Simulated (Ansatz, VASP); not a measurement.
## One calculation of Cu2Pb, two programs

```
Cu Pb
1.0
     3.27458    0.00000    0.00000
     0.00000    7.05579    0.00000
     0.00000    0.00000    4.93224
Cu Pb
4 2
Direct
  0.00000 0.81935 0.33339
  0.00000 0.18065 0.33339
  0.50000 0.31935 0.66661
  0.50000 0.68065 0.66661
  0.00000 0.00000 0.83975
  0.50000 0.50000 0.16025
```

Change from the starting cell: species swapped into the B2Ru type (Pmmn, No. 59).

Alike in both runs: functional PBE; k mesh 10 × 6 × 8; occupations gaussian, width 0.1 eV; no spin polarisation.

Ansatz relaxed the structure, and its values are those at the end. VASP's run is a single point on that final structure, the one shown.

```csv
,VASP,Ansatz
version,VASP 6.6.1,Ansatz 0.2.0
potentials or method,"VASP PAW PBE potentials, release 64 (Cu, Pb_d), cutoff 520 eV","scalar-relativistic, plane waves, PAW"
valence electrons in the cell,72,104
```

```tsv
	VASP	Ansatz	Ansatz less VASP
gap on the k mesh at the Fermi level (eV)	none	none	-
pressure (GPa)	0.2	0.0	-0.17
rms of the force components (eV/Å)	0.005	0.000	-0.0050
```

A gap of «none» marks a metal or a gap that the smearing closes. VASP's potentials hold 72 valence electrons a cell and Ansatz's 104, so a difference there can come from the potentials and not from the codes.

Spin-orbit coupling is off throughout.
